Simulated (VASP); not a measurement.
# Hg (P6_3/mmc) in VASP: further runs

Hg is run at these levels: LDA; tasks: single point.

Program: VASP 6.6.1. These are calculated values, not measurements. Logs are shortened: lines on timing, memory, paths and dates and some standing lists are left out, and cuts for length are marked.

### 1 The cell of the first run

Symmetry: P6_3/mmc, No. 194, hexagonal system. The conventional cell has a = 3.122 Å, b = 3.122 Å, c = 10.509 Å, α = 90.00°, β = 90.00°, γ = 120.00°. Within 4.1 Å of Hg (site symmetry -3m) lie 12 Hg at 3.12 to 3.19 Å. Within 4.1 Å of Hg (site symmetry -6m2) lie 12 Hg at 3.12 to 3.19 Å.

### 2 Single point, LDA

INCAR reads:

```
PREC = Accurate ; ENCUT = 520
EDIFF = 1E-6 ; ISMEAR = -1
SIGMA = 0.1 ; LREAL = F
LASPH = T ; NELM = 60
ALGO = Normal ; ISIF = 2
LWAVE = F ; LCHARG = F
NBANDS = 32
```

KPOINTS reads:

```
regular mesh
0
Gamma
  11 11 3
```

POSCAR reads:

```
Hg
1.0
    3.1219409214      0.0000000000      0.0000000000
   -1.5609704607      2.7036801470      0.0000000000
    0.0000000000      0.0000000000     10.5085343425
Hg
4
Direct
    0.0000000000      1.0000000000      0.0000000000
    0.0000000000      1.0000000000      0.5000000000
    0.3333333333      0.6666666667      0.2500000000
    0.6666666667      0.3333333333      0.7500000000
```

Potentials or basis: VASP PAW LDA potentials, release 64 (Hg).

Started as:

```
$ cat potpaw_LDA.64/Hg/POTCAR > POTCAR
$ mpirun -np 1 vasp_std > vasp.out
```

OUTCAR:

```text
PREC = Accurate
   ENCUT = 520
   EDIFF = 1E-6
   ISMEAR = -1
   LREAL = F
   LASPH = T
   NELM = 60
   ISIF = 2

 ion  position               nearest neighbor table
   1  0.000  0.000  0.000-   3 3.19   4 3.19   3 3.19   4 3.19   4 3.19   3 3.19
   2  0.000  0.000  0.500-   3 3.19   4 3.19   3 3.19   4 3.19   4 3.19   3 3.19
   3  0.333  0.667  0.250-   1 3.19   2 3.19   1 3.19   2 3.19   1 3.19   2 3.19
   4  0.667  0.333  0.750-   1 3.19   2 3.19   1 3.19   2 3.19   1 3.19   2 3.19

  LATTYP: Found a hexagonal cell.
 ALAT       =     3.1219409214
 C/A-ratio  =     3.3660260098

  Lattice vectors:

 A1 = (   3.1219409214,   0.0000000000,   0.0000000000)
 A2 = (  -1.5609704607,   2.7036801470,   0.0000000000)
 A3 = (   0.0000000000,   0.0000000000,  10.5085343425)

Analysis of symmetry for initial positions (statically):
=====================================================================
 Subroutine PRICEL returns:
 Original cell was already a primitive cell.

 Routine SETGRP: Setting up the symmetry group for a
 hexagonal supercell.

 Subroutine GETGRP returns: Found 24 space group operations
 (whereof 12 operations were pure point group operations)
 out of a pool of 24 trial point group operations.

The static configuration has the point symmetry D_3d.
 The point group associated with its full space group is D_6h.

Analysis of symmetry for dynamics (positions and initial velocities):
=====================================================================
 Subroutine PRICEL returns:
 Original cell was already a primitive cell.

 Routine SETGRP: Setting up the symmetry group for a
 hexagonal supercell.

 Subroutine GETGRP returns: Found 24 space group operations
 (whereof 12 operations were pure point group operations)
 out of a pool of 24 trial point group operations.

The dynamic configuration has the point symmetry D_3d.
 The point group associated with its full space group is D_6h.

 Subroutine INISYM returns: Found 24 space group operations
 (whereof 12 operations are pure point group operations),
 and found     1 'primitive' translations

----------------------------------------------------------------------------------------

                                     Primitive cell

  volume of cell :      88.6997

  direct lattice vectors                    reciprocal lattice vectors
     3.121940921  0.000000000  0.000000000     0.320313557  0.184933118  0.000000000
    -1.560970461  2.703680147  0.000000000     0.000000000  0.369866236  0.000000000
     0.000000000  0.000000000 10.508534343     0.000000000  0.000000000  0.095160749

  length of vectors
     3.121940921  3.121940921 10.508534343     0.369866236  0.369866236  0.095160749

  position of ions in fractional coordinates (direct lattice)
     0.000000000  0.000000000  0.000000000
     0.000000000  0.000000000  0.500000000
     0.333333333  0.666666667  0.250000000
     0.666666667  0.333333333  0.750000000

  ion indices of the primitive-cell ions
   primitive index   ion index
                 1           1
                 2           2
                 3           3
                 4           4

----------------------------------------------------------------------------------------

 KPOINTS: regular mesh

Automatic generation of k-mesh.
 Grid dimensions read from file:
 generate k-points for:   11   11    3

 Generating k-lattice:

  Cartesian coordinates                     Fractional coordinates (reciprocal lattice)
     0.029119414  0.016812102  0.000000000     0.090909091 -0.000000000  0.000000000
     0.000000000  0.033624203  0.000000000     0.000000000  0.090909091  0.000000000
     0.000000000  0.000000000  0.031720250     0.000000000  0.000000000  0.333333333

  Length of vectors
     0.033624203  0.033624203  0.031720250

  Shift w.r.t. Gamma in fractional coordinates (k-lattice)
     0.000000000  0.000000000  0.000000000

 Subroutine IBZKPT returns following result:
 ===========================================

 Found     32 irreducible k-points:

 Following reciprocal coordinates:
            Coordinates               Weight
  0.000000  0.000000  0.000000      1.000000
  0.090909  0.000000  0.000000      6.000000
  0.181818  0.000000  0.000000      6.000000
  0.272727  0.000000  0.000000      6.000000
  0.363636 -0.000000  0.000000      6.000000
  0.454545 -0.000000  0.000000      6.000000
[... 16 lines left out ...]
  0.090909  0.090909  0.333333     12.000000
  0.181818  0.090909  0.333333     24.000000
 [... further k-points ...]
   k-points           NKPTS =     32   k-points in BZ     NKDIM =     32   number of bands    NBANDS=     32
   number of dos      NEDOS =    301   number of ions     NIONS =      4
   total plane-waves  NPLWV =  46080
   dimension x,y,z NGX =    24 NGY =   24 NGZ =   80
   dimension x,y,z NGXF=    48 NGYF=   48 NGZF=  160
   ions per type =               4
   NGX,Y,Z   is equivalent  to a cutoff of  12.78, 12.78, 12.66 a.u.
   NGXF,Y,Z  is equivalent  to a cutoff of  25.56, 25.56, 25.31 a.u.
 SYSTEM =  unknown system
   PREC   = accura    normal or accurate (medium, high low for compatibility)
   ISTART =      0    job   : 0-new  1-cont  2-samecut
   ICHARG =      2    charge: 1-file 2-atom 10-const
   ISPIN  =      1    spin polarized calculation?
   LNONCOLLINEAR =      F non collinear calculations
   LSORBIT =      F    spin-orbit coupling
   LASPH  =      T    aspherical Exc in radial PAW
   ENCUT  =  520.0 eV  38.22 Ry    6.18 a.u.   5.80  5.80 19.54*2*pi/ulx,y,z
   NELM   =     60;   NELMIN=  2; NELMDL= -5     # of ELM steps
   EDIFF  = 0.1E-05   stopping-criterion for ELM
   LREAL  =      F    real-space projection
   EDIFFG = 0.1E-04   stopping-criterion for IOM
   NSW    =      0    number of steps for IOM
   IBRION =     -1    ionic relax: 0-MD 1-quasi-New 2-CG
   NFREE  =      0    steps in history (QN), initial steepest desc. (CG)
   ISIF   =      2    stress and relaxation
   ISYM   =      2    0-nonsym 1-usesym 2-fastsym
   POTIM  = 0.5000    time-step for ionic-motion
   TEBEG  =    0.0;   TEEND  =   0.0 temperature during run
   PSTRESS=    0.0 pullay stress
   NELECT =      48.0000    total number of electrons
   NUPDOWN=      -1.0000    fix difference up-down
   EMIN   =  10.00;   EMAX   =-10.00  energy-range for DOS
   EFERMI =   0.00;   METHOD = LEGACY
   ISMEAR =    -1;   SIGMA  =   0.10  broadening in eV -4-tet -1-fermi 0-gaus
   EFERMI_NEDOS =   21; number of points for ismear=-14 and -15
   IALGO  =     38    algorithm
   IMIX   =      4    mixing-type and parameters
     AMIX     =   0.40;   BMIX     =  1.00
     AMIX_MAG =   1.60;   BMIX_MAG =  1.00
  volume/ion in A,a.u.               =      22.17       149.64
  Fermi-wavevector in a.u.,A,eV,Ry     =   1.334078  2.521042 24.215158  1.779764
  Thomas-Fermi vector in A             =   2.462887
   LORBIT       =      0    0 simple, 1 ext, 2 COOP (PROOUT), +10 PAW based schemes
   GGA     = CA    functional components
   LHFCALC =     F    Hartree Fock is set to
   AEXX    =    0.0000 exact exchange contribution
   IVDW    =     0    specifies the selected vdW correction
   LEPSILON=     F    determine dielectric tensor
   LRPA    =     F    only Hartree local field effects (RPA)
 non-spin polarized calculation
  energy-cutoff  :      520.00
  volume of cell :       88.70
 maximum number of plane-waves:      2409
 NGX is ok and might be reduce to    24
   NGX = 11   NGY = 11   NGZ = 39

 number of electron      47.9999994 magnetization

 Free energy of the ion-electron system (eV)
  ---------------------------------------------------
  ext. energy  EPLUGINS =         0.00000000
  ---------------------------------------------------
  free energy    TOTEN  =        -3.78271675 eV

  energy without entropy =       -3.74797422  energy(sigma->0) =       -3.76534548

 E-fermi :   2.9880     XC(G=0): -11.5275

 val. band max:        2.8760681161   @ k =   0.3636   0.2727   0.0000
 cond. band min:       3.0443657458   @ k =   0.3636   0.0909   0.0000
 fundamental gap:      0.1682976297
 Fermi energy:         2.9879967509

 k-point     1 :       0.0000    0.0000    0.0000
  band No.  band energies     occupation
      1      -6.5884      2.00000
      2      -5.4868      2.00000
      3      -5.4744      2.00000
      4      -5.3885      2.00000
      5      -4.2629      2.00000
      6      -4.1605      2.00000
[... 24 lines left out ...]
     31      16.4571      0.00000
     32      17.1469      0.00000

 k-point     2 :       0.0909    0.0000    0.0000
  band No.  band energies     occupation
      1      -6.3848      2.00000
      2      -5.3065      2.00000
      3      -5.2931      2.00000
      4      -5.2612      2.00000
      5      -4.2488      2.00000
      6      -4.2222      2.00000
[... 24 lines left out ...]
     31      15.5655      0.00000
     32      16.3016      0.00000

 k-point     3 :       0.1818    0.0000    0.0000
  band No.  band energies     occupation
      1      -5.8291      2.00000
      2      -5.0094      2.00000
      3      -4.8984      2.00000
      4      -4.8806      2.00000
      5      -4.4503      2.00000
      6      -4.3466      2.00000
[... 24 lines left out ...]
     31      13.8261      0.00000
     32      15.7235      0.00000

 k-point     4 :       0.2727    0.0000    0.0000
  band No.  band energies     occupation
      1      -5.2583      2.00000
      2      -4.9787      2.00000
      3      -4.8825      2.00000
      4      -4.7593      2.00000
      5      -4.5880      2.00000
      6      -4.5552      2.00000
[... 24 lines left out ...]
     31      12.3149      0.00000
     32      12.8279      0.00000

 k-point     5 :       0.3636   -0.0000    0.0000
  band No.  band energies     occupation
      1      -5.2121      2.00000
      2      -5.1083      2.00000
      3      -5.0868      2.00000
      4      -4.8816      2.00000
      5      -4.7622      2.00000
      6      -4.5297      2.00000
[... 584 lines left out ...]
     31      11.4239      0.00000
     32      12.1943      0.00000

 k-point    22 :       0.4545   -0.0000    0.3333
  band No.  band energies     occupation
      1      -5.2070      2.00000
      2      -5.1702      2.00000
      3      -5.1438      2.00000
      4      -5.0565      2.00000
      5      -4.9216      2.00000
      6      -4.8078      2.00000
[... 24 lines left out ...]
     31      10.7928      0.00000
     32      11.5839      0.00000

 k-point    23 :       0.0909    0.0909    0.3333
  band No.  band energies     occupation
      1      -5.8389      2.00000
      2      -5.4089      2.00000
      3      -5.0121      2.00000
      4      -4.9414      2.00000
      5      -4.3934      2.00000
      6      -4.3460      2.00000
[... 24 lines left out ...]
     31      13.5824      0.00000
     32      15.3277      0.00000

 k-point    24 :       0.1818    0.0909    0.3333
  band No.  band energies     occupation
      1      -5.2596      2.00000
      2      -4.9956      2.00000
      3      -4.7921      2.00000
      4      -4.6899      2.00000
      5      -4.4358      2.00000
      6      -4.3943      2.00000
[... 24 lines left out ...]
     31      12.6691      0.00000
     32      13.4518      0.00000

 [... further k-points ...]
[... 5 lines left out ...]
  --------------------------------------------------------------------------------------
  -------------------------------------------------------------------------------------
  Total        0.3550786      0.3550786      0.2873196     -0.0000000      0.0000000      0.0000000
  in kB        6.4137629      6.4137629      5.1898360     -0.0000000      0.0000000      0.0000000
  external PRESSURE =       6.0057873 kB  Pullay stress =       0.0000000 kB

 VOLUME and BASIS-vectors are now :
 -----------------------------------------------------------------------------
  energy-cutoff  :      520.00
  volume of cell :       88.70
      direct lattice vectors                 reciprocal lattice vectors
     3.121940921  0.000000000  0.000000000     0.320313557  0.184933118  0.000000000
    -1.560970461  2.703680147  0.000000000     0.000000000  0.369866236  0.000000000
     0.000000000  0.000000000 10.508534343     0.000000000  0.000000000  0.095160749

 POSITION                                       TOTAL-FORCE (eV/Angst)
 -----------------------------------------------------------------------------------
      0.00000      0.00000      0.00000        -0.000000      0.000000     -0.000000
      0.00000      0.00000      5.25427        -0.000000      0.000000     -0.000000
     -0.00000      1.80245      2.62713        -0.000000      0.000000      0.000000
      1.56097      0.90123      7.88140         0.000000     -0.000000     -0.000000
 -----------------------------------------------------------------------------------
    total drift:                               -0.000000      0.000000     -0.000000

  FREE ENERGIE OF THE ION-ELECTRON SYSTEM (eV)
  ---------------------------------------------------
  free  energy   TOTEN  =        -3.7827167495 eV

  energy  without entropy=       -3.7479742166  energy(sigma->0) =       -3.76534548
```

It took 48 s on 1 thread of Intel Xeon 6975P-C, shared host; peak memory 0.21 GiB.

Results:

- Free energy: -3.7827 eV
- Pressure: 0.6 GPa
- Band gap on the k mesh: zero (band 24 reaches 3.20 eV, above the bottom of band 25 at 1.23 eV)

Stress tensor (GPa, compression positive):
```
0.64 0.00 0.00
0.00 0.64 0.00
0.00 0.00 0.52
```

Caveat: spin-orbit coupling is left out, which moves the levels of the heavy elements.

### 3 Single point, LDA (volume scaled by 0.88)

INCAR reads:

```
SYSTEM = Hg
PREC     = Accurate       ! precision mode
ENCUT    = 520            ! plane-wave cutoff, eV
EDIFF    = 1E-6           ! SCF threshold, eV
ISMEAR   = -1             ! smearing method
SIGMA    = 0.1            ! smearing width, eV
LREAL    = .False.        ! projectors in reciprocal space
LASPH    = .True.         ! aspherical terms in the spheres
NELM     = 100            ! most SCF steps
ALGO     = Normal         ! electronic algorithm
ISIF     = 2              ! what is computed and relaxed
LWAVE    = .False.        ! write WAVECAR
LCHARG   = .True.         ! write CHGCAR
GGA      = CA             ! functional
LELF     = .True.         ! ELF
LVHAR    = .True.       
NBANDS   = 32             ! bands
```

KPOINTS reads:

```
Automatic mesh
0
Gamma
  13 13 4
  0 0 0
```

POSCAR reads:

```
Hg
1.0
    2.9917059447      0.0000000000      0.0000000000
   -1.4958529723      2.5908933487      0.0000000000
    0.0000000000      0.0000000000     10.0701600235
Hg
4
Direct
    0.0000000000      1.0000000000      0.0000000000
    0.0000000000      1.0000000000      0.5000000000
    0.3333333333      0.6666666667      0.2500000000
    0.6666666667      0.3333333333      0.7500000000
```

Potentials or basis: VASP PAW LDA potentials, release 64 (Hg).

Started as:

```
$ cat potpaw_LDA.64/Hg/POTCAR > POTCAR
$ mpirun -np 1 vasp_std > vasp.out
```

OUTCAR:

```text
SYSTEM = Hg
   PREC = Accurate
   ENCUT = 520
   EDIFF = 1E-6
   ISMEAR = -1
   LREAL = .False.
   LASPH = .True.
   NELM = 100
   ISIF = 2
   GGA = CA

 ion  position               nearest neighbor table
   1  0.000  0.000  0.000-   3 3.05   4 3.05   3 3.05   4 3.05   4 3.05   3 3.05
   2  0.000  0.000  0.500-   3 3.05   4 3.05   3 3.05   4 3.05   4 3.05   3 3.05
   3  0.333  0.667  0.250-   1 3.05   2 3.05   1 3.05   2 3.05   1 3.05   2 3.05
   4  0.667  0.333  0.750-   1 3.05   2 3.05   1 3.05   2 3.05   1 3.05   2 3.05

  LATTYP: Found a hexagonal cell.
 ALAT       =     2.9917059447
 C/A-ratio  =     3.3660260098
[... 1040 lines left out ...]
  --------------------------------------------------------------------------------------
  -------------------------------------------------------------------------------------
  Total        5.4645932      5.4645932      5.2014961      0.0000000     -0.0000000      0.0000000
  in kB      112.1666133    112.1666133    106.7662649      0.0000000     -0.0000000      0.0000000
  external PRESSURE =     110.3664972 kB  Pullay stress =       0.0000000 kB

 VOLUME and BASIS-vectors are now :
 -----------------------------------------------------------------------------
  energy-cutoff  :      520.00
  volume of cell :       78.06
      direct lattice vectors                 reciprocal lattice vectors
     2.991705945  0.000000000  0.000000000     0.334257450  0.192983629  0.000000000
    -1.495852972  2.590893349  0.000000000     0.000000000  0.385967257  0.000000000
     0.000000000  0.000000000 10.070160023     0.000000000  0.000000000  0.099303288

 POSITION                                       TOTAL-FORCE (eV/Angst)
 -----------------------------------------------------------------------------------
      0.00000      0.00000      0.00000        -0.000000      0.000000      0.000000
      0.00000      0.00000      5.03508        -0.000000      0.000000      0.000000
     -0.00000      1.72726      2.51754        -0.000000      0.000000     -0.000000
      1.49585      0.86363      7.55262         0.000000     -0.000000      0.000000
 -----------------------------------------------------------------------------------
    total drift:                               -0.000000      0.000000     -0.000000

  FREE ENERGIE OF THE ION-ELECTRON SYSTEM (eV)
  ---------------------------------------------------
  free  energy   TOTEN  =        -3.4285912053 eV

  energy  without entropy=       -3.3757539232  energy(sigma->0) =       -3.40217256
```

stdout:

```text
POSCAR found type information on POSCAR Hg
 POSCAR found :  1 types and       4 ions
 scaLAPACK will be used
 LDA part: xc-table for (Slater(with rela. corr.)+CA(PZ))
 , standard interpolation
 POSCAR, INCAR and KPOINTS ok, starting setup
 FFT: planning ... GRIDC
 FFT: planning ... GRID_SOFT
 FFT: planning ... GRID
 WAVECAR not read
 entering main loop
```

It took 82 s on 1 thread of Intel Xeon 6975P-C, shared host; peak memory 0.24 GiB.

Results:

| Quantity | Value |
| --- | --- |
| Free energy | -3.4286 eV |
| Pressure | 11.0 GPa |
| Band gap on the k mesh | zero (band 24 reaches 4.86 eV, above the bottom of band 25 at 2.78 eV) |

Levels at points of the mesh, in eV from the Fermi level:
```
           k point  band 21  band 22  band 23  band 24  band 25  band 26  band 27  band 28
(0.00, 0.00, 0.00)    -6.62    -6.25    -6.25    -2.91    -1.67     6.74     6.75    13.33
(0.00, 0.00, 0.50)    -6.39    -6.39    -5.68    -5.68     1.97     1.97    11.56    11.56
```

Caveat: spin-orbit coupling is left out, which moves the levels of the heavy elements.

(Part 1 of 2 ends here.)
